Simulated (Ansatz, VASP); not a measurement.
CoO in VASP and in Ansatz

The input INCAR:

```
SYSTEM = CoO
  ALGO = Normal
  EDIFF = 1E-6
  ENCUT = 520
  GGA = PS
  ISIF = 2
  ISMEAR = -1
  ISPIN = 2
  LASPH = .TRUE.
  LCHARG = .FALSE.
  LMAXMIX = 4
  LORBIT = 11
  LREAL = .FALSE.
  LWAVE = .FALSE.
  MAGMOM = 2 2 0 0
  NBANDS = 27
  NELM = 150
  PREC = Accurate
  SIGMA = 0.05
```

File KPOINTS:

```
k-points
0
G
  10 10 5
  0 0 0
```

File POSCAR:

```
CoO
1.0
    3.2603606016      0.0000000000      0.0000000000
   -1.6301803009      2.8235551065      0.0000000000
    0.0000000000      0.0000000000      5.3312594650
Co O
2 2
Direct
    0.3333333333      0.6666666667      0.5033624100
    0.0000000000      0.0000000000      0.0034741400
    0.3333333333      0.6666666667      0.8715556000
    0.0000000000      0.0000000000      0.3716088500
```

File input.yaml:

```yaml
crystal:
  lattice:
    - [3.2603606016, 0.0, 0.0]
    - [-1.6301803009, 2.8235551065, 0.0]
    - [0.0, 0.0, 5.331259465]
  atoms:
    - { symbol: Co, position: [0.3333333333, 0.6666666667, 0.50336241], spin: 2.0 }
    - { symbol: Co, position: [0.0, 0.0, 0.00347414], spin: 2.0 }
    - { symbol: O, position: [0.3333333333, 0.6666666667, 0.8715556] }
    - { symbol: O, position: [0.0, 0.0, 0.37160885] }
kpoints:
  mp_grid: { grid: [10, 10, 5] }
scf:
  occupations: { method: fermi_dirac, width: 0.05 }
hamiltonian:
  xc: pbesol
  pseudopotentials: { kind: all_electron, lapw: { basis_error: 0.002 } }
magnetization:
  spin_polarized: true
output:
  forces: true
  stress: true
  eigenvalues: true
```

Change from the starting cell: volume scaled by 1.06.

Alike in both runs: task single point; functional PBEsol; k mesh 10 × 10 × 5; occupations fermi-dirac, width 0.05 eV; collinear spin.

|  | VASP | Ansatz |
| --- | --- | --- |
| version | VASP 6.6.1 | Ansatz 0.2.0 |
| potentials or method | VASP PAW PBE potentials, release 64 (Co, O), cutoff 520 eV | all-electron LAPW, scalar-relativistic |

|  | VASP | Ansatz | Ansatz less VASP |
| --- | --- | --- | --- |
| gap on the k mesh at the Fermi level (eV) | none | none | - |
| pressure (GPa) | -13.5 | -14.9 | -1.40 |
| traceless stress, the component that is largest in VASP (GPa) | 0.99 | 0.17 | -0.828 |
| rms of the force components (eV/Å) | 0.121 | 0.071 | -0.0497 |
| net moment per atom (μB) | 1.49 | 0.00 | -1.490 |
| size of the moment on the site where the two differ most (μB) | 2.54 | 2.31 | -0.235 |

The net moments are unlike, so the other rows may belong to different states. VASP's potentials were made for PBE, not for PBEsol. Site moments also hang on the region over which each program counts them. Atom by atom the forces differ by 0.192 eV/Å (rms over components). A gap of «none» marks a metal or a gap that the smearing closes. Ansatz ran all-electron here, and VASP with PAW potentials.
